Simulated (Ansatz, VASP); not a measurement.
**Ag in VASP and in Ansatz**

The input INCAR:

```
SYSTEM = Ag
PREC = Accurate ; ENCUT = 520
EDIFF = 1E-6 ; ISMEAR = 0
SIGMA = 0.15 ; LREAL = .False.
LASPH = .True. ; NELM = 60
ALGO = Fast ; ISIF = 2
LWAVE = .False. ; LCHARG = .False.
GGA = PS ; NBANDS = 18
```

KPOINTS

```
regular mesh
0
Gamma
  22 22 14
  0 0 0
```

Contents of POSCAR:

```
Ag
1.0
   -1.6125573273      1.6125573273      1.6125573273
    1.6125573273     -1.6125573273      1.6125573273
    3.2251146547      3.2251146547      0.0000000000
Ag
2
Direct
   -0.0877000488      0.0877000488      0.0000000000
    0.5877000488      0.4122999512      0.5000000000
```

Input for Ansatz:

```yaml
crystal:
  lattice:
    - [-1.6125573273, 1.6125573273, 1.6125573273]
    - [1.6125573273, -1.6125573273, 1.6125573273]
    - [3.2251146547, 3.2251146547, 0.0]
  atoms:
    - { symbol: Ag, position: [-0.0877000488, 0.0877000488, 0.0] }
    - { symbol: Ag, position: [0.5877000488, 0.4122999512, 0.5] }
basis:
  ecutwfc: 420
kpoints:
  mp_grid: { grid: [22, 22, 14] }
hamiltonian:
  xc: pbesol
scf:
  occupations: { method: gaussian, width: 0.15 }
output:
  forces: true
  stress: true
  eigenvalues: true
```

Change from the starting cell: mode 1 (-24.9 1/cm) frozen in, largest displacement -0.400 Å.

Alike in both runs: task single point; functional PBEsol; k mesh 22 × 22 × 14; occupations gaussian, width 0.15 eV; no spin polarisation.

|  | VASP | Ansatz |
| --- | --- | --- |
| version | VASP 6.6.1 | Ansatz 0.2.0 |
| potentials or method | VASP PAW PBE potentials, release 64 (Ag), cutoff 520 eV | scalar-relativistic, plane waves, PAW |
| valence electrons in the cell | 22 | 38 |

|  | VASP | Ansatz | Ansatz less VASP |
| --- | --- | --- | --- |
| gap on the k mesh at the Fermi level (eV) | none | none | - |
| pressure (GPa) | 1.6 | 1.9 | +0.33 |
| traceless stress, the component that is largest in VASP (GPa) | -5.21 | -5.25 | -0.041 |
| rms of the force components (eV/Å) | 0.248 | 0.250 | +0.0022 |

VASP's potentials were made for PBE, not for PBEsol. Atom by atom the forces differ by 0.002 eV/Å (rms over components). A gap of «none» marks a metal or a gap that the smearing closes. VASP's potentials hold 22 valence electrons a cell and Ansatz's 38, so a difference there can come from the potentials and not from the codes.
